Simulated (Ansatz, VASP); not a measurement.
**ZnSe in VASP and in Ansatz**

Contents of INCAR:

```
SYSTEM = ZnSe
ALGO = Normal ; EDIFF = 1E-6
ENCUT = 520 ; ISIF = 2
ISMEAR = -1 ; LASPH = .TRUE.
LCHARG = .FALSE. ; LREAL = .FALSE.
LWAVE = .FALSE. ; NBANDS = 16
NELM = 100 ; PREC = Accurate
SIGMA = 0.03
```

Contents of KPOINTS:

```
k-points
0
G
  8 8 8
  0 0 0
```

Contents of POSCAR:

```
ZnSe
1.0
    0.0000000000      2.8904760000      2.8338000000
    2.8904760000      0.0000000000      2.8338000000
    2.8904760000      2.8904760000      0.0000000000
Zn Se
1 1
Direct
    0.0000000000      0.0000000000      0.0000000000
    0.7500000000      0.7500000000      0.7500000000
```

Input for Ansatz:

```yaml
crystal:
  lattice:
    - [0.0, 2.890476, 2.8338]
    - [2.890476, 0.0, 2.8338]
    - [2.890476, 2.890476, 0.0]
  atoms:
    - { symbol: Zn, position: [0.0, 0.0, 0.0] }
    - { symbol: Se, position: [0.75, 0.75, 0.75] }
kpoints:
  mp_grid: { grid: [8, 8, 8] }
  band_path:
    path:
      - [0.0, 0.0, 0.0]
      - [0.0, 0.5, 0.5]
      - [0.25, 0.75, 0.5]
      - [0.0, 0.5, 0.0]
      - [0.0, 0.0, 0.0]
      - [0.5, 0.5, 0.0]
      - [0.38005, 0.61995, 0.0]
      - [-0.38005, 0.38005, 0.0]
      - [0.0, 0.0, 0.0]
    npoints: 5
scf:
  occupations: { method: fermi_dirac, width: 0.03 }
hamiltonian:
  xc: lda
  pseudopotentials: { kind: all_electron, lapw: { basis_error: 0.001 } }
output:
  forces: true
  stress: true
  eigenvalues: true
```

Change from the starting cell: equal xx and yy strain of +2 %.

Alike in both runs: task single point; functional LDA; k mesh 8 × 8 × 8; occupations fermi-dirac, width 0.03 eV; no spin polarisation.

```csv
,VASP,Ansatz
version,VASP 6.6.1,Ansatz 0.2.0
potentials or method,"VASP PAW LDA potentials, release 64 (Zn, Se), cutoff 520 eV","all-electron LAPW, scalar-relativistic"
```

```tsv
	VASP	Ansatz	Ansatz less VASP
pressure (GPa)	-5.2	-5.4	-0.23
traceless stress, the component that is largest in VASP (GPa)	0.51	0.51	+0.004
```

LDA's correlation is that of Perdew and Zunger in VASP and of Perdew and Wang (1992) in Ansatz. Ansatz ran all-electron here, and VASP with PAW potentials.
